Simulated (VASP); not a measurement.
# BiO5 (P-6m2) in VASP: a series of runs

The runs below take BiO5 through single point, with PBE.

Program: VASP 6.6.1. These are calculated values, not measurements. Logs are shortened: lines on timing, memory, paths and dates and some standing lists are left out, and cuts for length are marked.

## (1) The cell of the first run

It takes space group P-6m2 (No. 187, hexagonal). Conventional cell: a = 3.448 Å, b = 3.448 Å, c = 10.909 Å, α = 90.00°, β = 90.00°, γ = 120.00°. Within 3.1 Å of Bi (site symmetry -6m2) lie 6 O at 2.36 Å. Within 3.1 Å of O (site symmetry 3m) lie 3 Bi at 2.36 Å and 1 O at 2.52 Å. O (site symmetry 3m) has 1 O at 1.25 Å within 1.7 Å. O (site symmetry -6m2) has 6 O at 2.09 Å within 2.8 Å.

The cell was built from a structure type or drawn by symmetry, and may not be a known phase.

## (2) Single point, PBE

Input file INCAR:

```
PREC = Accurate
ENCUT = 910
EDIFF = 1E-6
ISMEAR = 0
SIGMA = 0.1
LREAL = F
LASPH = T
NELM = 120
ALGO = Normal
ISIF = 2
LWAVE = F
LCHARG = F
GGA = PE
NBANDS = 32
GGA_COMPAT = F
```

Input file KPOINTS:

```
Automatic mesh
0
Gamma
  12 12 4
```

Input file POSCAR:

```
BiO5
1.0
    3.4482653945      0.0000000000      0.0000000000
   -1.7241326972      2.9862854307      0.0000000000
    0.0000000000      0.0000000000     10.9091573516
Bi O
1 5
Direct
    0.6666666667      0.3333333333      0.0000000000
    0.0000000000      0.0000000000      0.8845115470
    0.6666666667      0.3333333333      0.5573868525
    0.0000000000      0.0000000000      0.5000000000
    0.6666666667      0.3333333333      0.4426131475
    0.0000000000      0.0000000000      0.1154884530
```

Potentials or basis: VASP PAW PBE potentials, release 64 (Bi_d, O_h).

Run with:

```sh
$ cat potpaw_PBE.64/Bi_d/POTCAR potpaw_PBE.64/O_h/POTCAR > POTCAR
$ mpirun -np 1 vasp_std > vasp.out
```

OUTCAR:

```text
PREC = Accurate
   ENCUT = 910
   EDIFF = 1E-6
   ISMEAR = 0
   LREAL = F
   LASPH = T
   NELM = 120
   ISIF = 2
   GGA = PE

 ion  position               nearest neighbor table
   1  0.667  0.333  0.000-   2 2.36   6 2.36   2 2.36   6 2.36   2 2.36   6 2.36
   2  0.000  0.000  0.885-   1 2.36   1 2.36   1 2.36
   3  0.667  0.333  0.557-   5 1.25
   4  0.000  0.000  0.500-
   5  0.667  0.333  0.443-   3 1.25
   6  0.000  0.000  0.115-   1 2.36   1 2.36   1 2.36

  LATTYP: Found a hexagonal cell.
 ALAT       =     3.4482653945
 C/A-ratio  =     3.1636652356

  Lattice vectors:

 A1 = (   3.4482653945,   0.0000000000,   0.0000000000)
 A2 = (  -1.7241326972,   2.9862854307,   0.0000000000)
 A3 = (   0.0000000000,   0.0000000000,  10.9091573516)

Analysis of symmetry for initial positions (statically):
=====================================================================
 Subroutine PRICEL returns:
 Original cell was already a primitive cell.

 Routine SETGRP: Setting up the symmetry group for a
 hexagonal supercell.

 Subroutine GETGRP returns: Found 12 space group operations
 (whereof 12 operations were pure point group operations)
 out of a pool of 24 trial point group operations.

The static configuration has the point symmetry D_3h.

Analysis of symmetry for dynamics (positions and initial velocities):
=====================================================================
 Subroutine PRICEL returns:
 Original cell was already a primitive cell.

 Routine SETGRP: Setting up the symmetry group for a
 hexagonal supercell.

 Subroutine GETGRP returns: Found 12 space group operations
 (whereof 12 operations were pure point group operations)
 out of a pool of 24 trial point group operations.

The dynamic configuration has the point symmetry D_3h.

 Subroutine INISYM returns: Found 12 space group operations
 (whereof 12 operations are pure point group operations),
 and found     1 'primitive' translations

----------------------------------------------------------------------------------------

                                     Primitive cell

  volume of cell :     112.3371

  direct lattice vectors                    reciprocal lattice vectors
     3.448265394  0.000000000  0.000000000     0.290000880  0.167432086  0.000000000
    -1.724132697  2.986285431  0.000000000     0.000000000  0.334864173  0.000000000
     0.000000000  0.000000000 10.909157352     0.000000000  0.000000000  0.091666108

  length of vectors
     3.448265394  3.448265395 10.909157352     0.334864173  0.334864173  0.091666108

  position of ions in fractional coordinates (direct lattice)
     0.666666667  0.333333333  0.000000000
     0.000000000  0.000000000  0.884511547
     0.666666667  0.333333333  0.557386853
     0.000000000  0.000000000  0.500000000
     0.666666667  0.333333333  0.442613147
     0.000000000  0.000000000  0.115488453

  ion indices of the primitive-cell ions
   primitive index   ion index
                 1           1
                 2           2
                 3           3
                 4           4
                 5           5
                 6           6

----------------------------------------------------------------------------------------

 KPOINTS: Automatic mesh

Automatic generation of k-mesh.
 Grid dimensions read from file:
 generate k-points for:   12   12    4

 Generating k-lattice:

  Cartesian coordinates                     Fractional coordinates (reciprocal lattice)
     0.024166740  0.013952674  0.000000000     0.083333333 -0.000000000  0.000000000
     0.000000000  0.027905348  0.000000000     0.000000000  0.083333333  0.000000000
     0.000000000  0.000000000  0.022916527     0.000000000  0.000000000  0.250000000

  Length of vectors
     0.027905348  0.027905348  0.022916527

  Shift w.r.t. Gamma in fractional coordinates (k-lattice)
     0.000000000  0.000000000  0.000000000

 Subroutine IBZKPT returns following result:
 ===========================================

 Found     57 irreducible k-points:

 Following reciprocal coordinates:
            Coordinates               Weight
  0.000000  0.000000  0.000000      1.000000
  0.083333  0.000000  0.000000      6.000000
  0.166667  0.000000  0.000000      6.000000
  0.250000  0.000000  0.000000      6.000000
  0.333333  0.000000  0.000000      6.000000
  0.416667  0.000000  0.000000      6.000000
[... 16 lines left out ...]
  0.250000  0.000000  0.250000     12.000000
  0.333333  0.000000  0.250000     12.000000
 [... further k-points ...]
   k-points           NKPTS =     57   k-points in BZ     NKDIM =     57   number of bands    NBANDS=     32
   number of dos      NEDOS =    301   number of ions     NIONS =      6
   total plane-waves  NPLWV = 139968
   dimension x,y,z NGX =    36 NGY =   36 NGZ =  108
   dimension x,y,z NGXF=    72 NGYF=   72 NGZF=  216
   ions per type =               1   5
   NGX,Y,Z   is equivalent  to a cutoff of  17.36, 17.36, 16.46 a.u.
   NGXF,Y,Z  is equivalent  to a cutoff of  34.71, 34.71, 32.92 a.u.
 SYSTEM =  unknown system
   PREC   = accura    normal or accurate (medium, high low for compatibility)
   ISTART =      0    job   : 0-new  1-cont  2-samecut
   ICHARG =      2    charge: 1-file 2-atom 10-const
   ISPIN  =      1    spin polarized calculation?
   LNONCOLLINEAR =      F non collinear calculations
   LSORBIT =      F    spin-orbit coupling
   LASPH  =      T    aspherical Exc in radial PAW
   ENCUT  =  910.0 eV  66.88 Ry    8.18 a.u.   8.48  8.48 26.83*2*pi/ulx,y,z
   NELM   =    120;   NELMIN=  2; NELMDL= -5     # of ELM steps
   EDIFF  = 0.1E-05   stopping-criterion for ELM
   LREAL  =      F    real-space projection
   EDIFFG = 0.1E-04   stopping-criterion for IOM
   NSW    =      0    number of steps for IOM
   IBRION =     -1    ionic relax: 0-MD 1-quasi-New 2-CG
   NFREE  =      0    steps in history (QN), initial steepest desc. (CG)
   ISIF   =      2    stress and relaxation
   ISYM   =      2    0-nonsym 1-usesym 2-fastsym
   POTIM  = 0.5000    time-step for ionic-motion
   TEBEG  =    0.0;   TEEND  =   0.0 temperature during run
   PSTRESS=    0.0 pullay stress
   NELECT =      45.0000    total number of electrons
   NUPDOWN=      -1.0000    fix difference up-down
   EMIN   =  10.00;   EMAX   =-10.00  energy-range for DOS
   EFERMI =   0.00;   METHOD = LEGACY
   ISMEAR =     0;   SIGMA  =   0.10  broadening in eV -4-tet -1-fermi 0-gaus
   EFERMI_NEDOS =   21; number of points for ismear=-14 and -15
   IALGO  =     38    algorithm
   IMIX   =      4    mixing-type and parameters
     AMIX     =   0.40;   BMIX     =  1.00
     AMIX_MAG =   1.60;   BMIX_MAG =  1.00
  volume/ion in A,a.u.               =      18.72       126.35
  Fermi-wavevector in a.u.,A,eV,Ry     =   1.206807  2.280535 19.815306  1.456384
  Thomas-Fermi vector in A             =   2.342464
   LORBIT       =      0    0 simple, 1 ext, 2 COOP (PROOUT), +10 PAW based schemes
   GGA     = PE    functional components
   LHFCALC =     F    Hartree Fock is set to
   AEXX    =    0.0000 exact exchange contribution
   IVDW    =     0    specifies the selected vdW correction
   LEPSILON=     F    determine dielectric tensor
   LRPA    =     F    only Hartree local field effects (RPA)
 non-spin polarized calculation
 Gauss-broadening in eV      SIGMA  =   0.10
  energy-cutoff  :      910.00
  volume of cell :      112.34
 maximum number of plane-waves:      7091
 NGX is ok and might be reduce to    36
   NGX = 17   NGY = 17   NGZ = 53

 number of electron      45.0000010 magnetization

 Free energy of the ion-electron system (eV)
  ---------------------------------------------------
  ext. energy  EPLUGINS =         0.00000000
  ---------------------------------------------------
  free energy    TOTEN  =       -25.37231030 eV

  energy without entropy =      -25.32210753  energy(sigma->0) =      -25.34720891

 E-fermi :   0.1840     XC(G=0):  -7.9912

 val. band max:        0.1755064581   @ k =   0.3333   0.0000   0.0000
 cond. band min:       0.1877191486   @ k =   0.3333   0.0833   0.0000
 fundamental gap:      0.0122126904
 Fermi energy:         0.1840209772

 k-point     1 :       0.0000    0.0000    0.0000
  band No.  band energies     occupation
      1     -25.8358      2.00000
      2     -22.3797      2.00000
      3     -22.3797      2.00000
      4     -22.3548      2.00000
      5     -22.2193      2.00000
      6     -22.2193      2.00000
[... 24 lines left out ...]
     31      10.7695      0.00000
     32      10.9277      0.00000

 k-point     2 :       0.0833    0.0000    0.0000
  band No.  band energies     occupation
      1     -25.8213      2.00000
      2     -22.3909      2.00000
      3     -22.3681      2.00000
      4     -22.3428      2.00000
      5     -22.2335      2.00000
      6     -22.2211      2.00000
[... 24 lines left out ...]
     31      10.7631      0.00000
     32      11.4083      0.00000

 k-point     3 :       0.1667    0.0000    0.0000
  band No.  band energies     occupation
      1     -25.7811      2.00000
      2     -22.4168      2.00000
      3     -22.3361      2.00000
      4     -22.3149      2.00000
      5     -22.2718      2.00000
      6     -22.2261      2.00000
[... 24 lines left out ...]
     31      10.7368      0.00000
     32      11.6016      0.00000

 k-point     4 :       0.2500    0.0000    0.0000
  band No.  band energies     occupation
      1     -25.7252      2.00000
      2     -22.4501      2.00000
      3     -22.3224      2.00000
      4     -22.2920      2.00000
      5     -22.2793      2.00000
      6     -22.2329      2.00000
[... 654 lines left out ...]
     31      10.4445      0.00000
     32      11.9790      0.00000

 k-point    23 :       0.2500    0.0000    0.2500
  band No.  band energies     occupation
      1     -25.7252      2.00000
      2     -22.4501      2.00000
      3     -22.3224      2.00000
      4     -22.2920      2.00000
      5     -22.2793      2.00000
      6     -22.2329      2.00000
[... 24 lines left out ...]
     31      10.4497      0.00000
     32      11.9942      0.00000

 k-point    24 :       0.3333    0.0000    0.2500
  band No.  band energies     occupation
      1     -25.6680      2.00000
      2     -22.4826      2.00000
      3     -22.3713      2.00000
      4     -22.2475      2.00000
      5     -22.2451      2.00000
      6     -22.2397      2.00000
[... 24 lines left out ...]
     31      10.4265      0.00000
     32      11.6348      0.00000

 [... further k-points ...]

------------------------ aborting loop because EDIFF is reached ----------------------------------------

  FORCE on cell =-STRESS in cart. coord.  units (eV):
  Direction    XX          YY          ZZ          XY          YZ          ZX
  --------------------------------------------------------------------------------------
  -------------------------------------------------------------------------------------
  Total       -0.1486745     -0.1486745     -0.1744538     -0.0000000     -0.0000000      0.0000000
  in kB       -2.1204291     -2.1204291     -2.4881001     -0.0000000     -0.0000000      0.0000000
  external PRESSURE =      -2.2429861 kB  Pullay stress =       0.0000000 kB

 VOLUME and BASIS-vectors are now :
 -----------------------------------------------------------------------------
  energy-cutoff  :      910.00
  volume of cell :      112.34
      direct lattice vectors                 reciprocal lattice vectors
     3.448265394  0.000000000  0.000000000     0.290000880  0.167432086  0.000000000
    -1.724132697  2.986285431  0.000000000     0.000000000  0.334864173  0.000000000
     0.000000000  0.000000000 10.909157352     0.000000000  0.000000000  0.091666108

 POSITION                                       TOTAL-FORCE (eV/Angst)
 -----------------------------------------------------------------------------------
      1.72413      0.99543      0.00000        -0.000000     -0.000000      0.000000
      0.00000      0.00000      9.64928        -0.000000     -0.000000     -0.024809
      1.72413      0.99543      6.08062         0.000000      0.000000      0.026543
      0.00000      0.00000      5.45458        -0.000000     -0.000000      0.000000
      1.72413      0.99543      4.82854         0.000000     -0.000000     -0.026543
      0.00000      0.00000      1.25988        -0.000000     -0.000000      0.024809
 -----------------------------------------------------------------------------------
    total drift:                               -0.000001      0.000000      0.000000

  FREE ENERGIE OF THE ION-ELECTRON SYSTEM (eV)
  ---------------------------------------------------
  free  energy   TOTEN  =       -25.3723103005 eV

  energy  without entropy=      -25.3221075261  energy(sigma->0) =      -25.34720891
```

Wall time 5.4 min (1 thread of Intel Xeon 6975P-C (Granite Rapids), shared host); peak memory 0.61 GiB.

Results:

* Free energy: -25.3723 eV
* Pressure: -0.2 GPa
* Largest force: 0.027 eV/Å
* Band gap on the k mesh: zero (an odd number of electrons rules out a gap without spin polarisation)

Forces on the atoms (eV/Å):
```
Bi   0.000  0.000  0.000
O    0.000  0.000 -0.025
O    0.000  0.000  0.027
O    0.000  0.000  0.000
O    0.000  0.000 -0.027
O    0.000  0.000  0.025
```

Caveat: the cutoff is under 1.25 times the usual one of these potentials, so pressure, stress and relaxed cells hold a basis-set (Pulay) error; spin-orbit coupling is left out, which moves the levels of the heavy elements; an odd number of electrons without spin polarisation forces a metal; a magnetic or distorted state may lie lower.

## (3) Single point, PBE

This run uses another cell than the first one, of 18.66 Å³/atom.

Input file INCAR:

```
SYSTEM = BiO5
PREC     = Accurate       ! precision mode
ENCUT    = 910            ! plane-wave cutoff, eV
EDIFF    = 1E-6           ! SCF threshold, eV
ISMEAR   = 0              ! smearing method
SIGMA    = 0.1            ! smearing width, eV
LREAL    = .False.        ! projectors in reciprocal space
LASPH    = .True.         ! aspherical terms in the spheres
NELM     = 120            ! most SCF steps
ALGO     = Normal         ! electronic algorithm
ISIF     = 2              ! what is computed and relaxed
LWAVE    = .False.        ! write WAVECAR
LCHARG   = .True.         ! write CHGCAR
GGA      = PE             ! functional
LELF     = .True.         ! ELF
LVHAR    = .True.       
NBANDS   = 32             ! bands
GGA_COMPAT= .False.
```

Input file KPOINTS:

```
regular mesh
0
Gamma
  6 6 2
  0 0 0
```

Input file POSCAR:

```
BiO5
1.0
    3.4402435213      0.0000000000      0.0000000000
   -1.7201217606      2.9793382846      0.0000000000
    0.0000000000      0.0000000000     10.9261849353
Bi O
1 5
Direct
    0.6666666667      0.3333333333      0.0000000000
    0.0000000000      0.0000000000      0.8845812273
    0.6666666667      0.3333333333      0.5575980544
    0.0000000000      0.0000000000      0.5000000000
    0.6666666667      0.3333333333      0.4424019456
    0.0000000000      0.0000000000      0.1154187727
```

Potentials or basis: VASP PAW PBE potentials, release 64 (Bi_d, O_h).

Run with:

```sh
$ cat potpaw_PBE.64/Bi_d/POTCAR potpaw_PBE.64/O_h/POTCAR > POTCAR
$ mpirun -np 1 vasp_std > vasp.out
```

It took 4.5 min on 1 thread of AMD EPYC 7R43 (Zen 3), shared host; peak memory 0.34 GiB.

The run converged. Its results:

```yaml
Free_energy: -25.3789 eV
Pressure: -0.2 GPa
Largest_force: 0.032 eV/Å
Band_gap_on_the_k_mesh: zero (an odd number of electrons rules out a gap without spin polarisation)
```

Forces in eV/Å, atoms in the order of the input:
```
Bi   0.000  0.000  0.000
O    0.000  0.000  0.006
O    0.000  0.000  0.032
O    0.000  0.000  0.000
O    0.000  0.000 -0.032
O    0.000  0.000 -0.006
```

Stress tensor (GPa, compression positive):
```
-0.09  0.00  0.00
 0.00 -0.09  0.00
 0.00  0.00 -0.38
```

Levels at points of the mesh, in eV from the Fermi level:
```csv
k point,band 20,band 21,band 22,band 23,band 24,band 25,band 26,band 27
"(0.00, 0.00, 0.00)",-1.25,-0.75,-0.64,-0.64,0.09,0.09,2.63,6.42
"(0.50, 0.00, 0.00)",-0.75,-0.34,-0.22,-0.05,0.34,1.23,2.81,5.77
"(0.00, 0.00, 0.50)",-1.20,-0.76,-0.64,-0.64,0.09,0.09,2.64,6.42
"(0.50, 0.00, 0.50)",-0.76,-0.34,-0.22,-0.05,0.34,1.23,2.81,5.77
```

Caveat: the cutoff is under 1.25 times the usual one of these potentials, so pressure, stress and relaxed cells hold a basis-set (Pulay) error; spin-orbit coupling is left out, which moves the levels of the heavy elements; an odd number of electrons without spin polarisation forces a metal; a magnetic or distorted state may lie lower.
